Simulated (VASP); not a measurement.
A run of VASP 6.6.1 is set up as follows.

Contents of INCAR:

```
PREC = Accurate
ENCUT = 520
EDIFF = 1E-6
ISMEAR = -1
SIGMA = 0.02
LREAL = False
LASPH = True
NELM = 80
ALGO = Normal
ISIF = 2
LWAVE = False
LCHARG = False
GGA = PE
NBANDS = 56
```

KPOINTS

```
regular mesh
0
Gamma
  5 5 5
```

Contents of POSCAR:

```
HfO2
1.0
    5.1180000000      0.0000000000      0.0000000000
    0.0000000000      5.1857000000      0.0000000000
   -0.8586630598      0.0000000000      5.2138671406
Hf O
4 8
Direct
    0.2767005635      0.0418826006      0.2081301438
    0.7232994365      0.5418826006      0.2918698562
    0.7232994365      0.9581173994      0.7918698562
    0.2767005635      0.4581173994      0.7081301438
    0.4465506246      0.7583829787      0.4802694342
    0.5534493754      0.2583829787      0.0197305658
    0.5534493754      0.2416170213      0.5197305658
    0.4465506246      0.7416170213      0.9802694342
    0.0726412681      0.3392495111      0.3389486831
    0.9273587319      0.8392495111      0.1610513169
    0.9273587319      0.6607504889      0.6610513169
    0.0726412681      0.1607504889      0.8389486831
```

Potentials or basis: VASP PAW PBE potentials, release 64 (Hf_pv, O).

Launch:

```bash
$ cat potpaw_PBE.64/Hf_pv/POTCAR potpaw_PBE.64/O/POTCAR > POTCAR
$ mpirun -np 1 vasp_std > vasp.out
```

(1) Predict the band gap on the k mesh.

(2) What does it give for the largest force?

Answers

(1) 4.08 eV (least direct gap 4.14 eV).

(2) 0.078 eV/Å.

Caveat: spin-orbit coupling is left out, which moves the levels of the heavy elements.
